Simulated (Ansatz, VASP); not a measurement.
Two plane-wave programs on Ni

File INCAR:

```
SYSTEM = Ni
PREC     = Accurate       ! precision mode
ENCUT    = 600            ! plane-wave cutoff, eV
EDIFF    = 1E-6           ! SCF threshold, eV
ISMEAR   = -1             ! smearing method
SIGMA    = 0.1            ! smearing width, eV
LREAL    = .FALSE.        ! projectors in reciprocal space
LASPH    = .TRUE.         ! aspherical terms in the spheres
NELM     = 120            ! most SCF steps
ALGO     = Normal         ! electronic algorithm
ISIF     = 2              ! what is computed and relaxed
LWAVE    = .FALSE.        ! write WAVECAR
LCHARG   = .FALSE.        ! write CHGCAR
GGA      = RE             ! functional
NBANDS   = 11             ! bands
GGA_COMPAT= .FALSE.
```

Contents of KPOINTS:

```
Automatic mesh
0
G
  15 15 15
  0 0 0
```

POSCAR

```
Ni
1.0
    2.4349674501      0.0000000000      0.0000000000
    0.0000000000      2.4349674501      0.0000000000
    0.0000000000      0.0000000000      2.4349674501
Ni
1
Direct
    0.0000000000      0.0000000000      0.0000000000
```

Input for Ansatz:

```yaml
crystal:
  lattice:
    - [2.4349674501, 0.0, 0.0]
    - [0.0, 2.4349674501, 0.0]
    - [0.0, 0.0, 2.4349674501]
  atoms:
    - { symbol: Ni, position: [0.0, 0.0, 0.0] }
hamiltonian:
  xc: revpbe
  pseudopotentials:
    kind: paw
    azcp:
      Ni: "pseudopotentials/Ni.paw.azcp"
basis:
  ecutwfc: 420
  fft_grid_basis: typed
kpoints:
  mp_grid: { grid: [15, 15, 15], shift: [0, 0, 0] }
magnetization:
  spin_polarized: false
scf:
  occupations: { method: fermi_dirac, width: 0.1 }
  lower_state_search: "off"
output:
  stress: true
```

Alike in both runs: task single point; functional revPBE; k mesh 15 × 15 × 15; occupations fermi-dirac, width 0.1 eV; no spin polarisation.

|  | VASP | Ansatz |
| --- | --- | --- |
| version | VASP 6.6.1 | Ansatz 0.2.0 |
| potentials or method | VASP PAW PBE potentials, release 64 (Ni), cutoff 600 eV | plane waves (420 eV) with PAW, scalar-relativistic |
| valence electrons in the cell | 10 | 18 |

```tsv
	VASP	Ansatz	Ansatz less VASP
pressure (GPa)	-11.4	-11.6	-0.18
```

VASP's potentials were made for PBE, not for revPBE. VASP's potentials hold 10 valence electrons a cell and Ansatz's 18, so a difference there can come from the potentials and not from the codes.
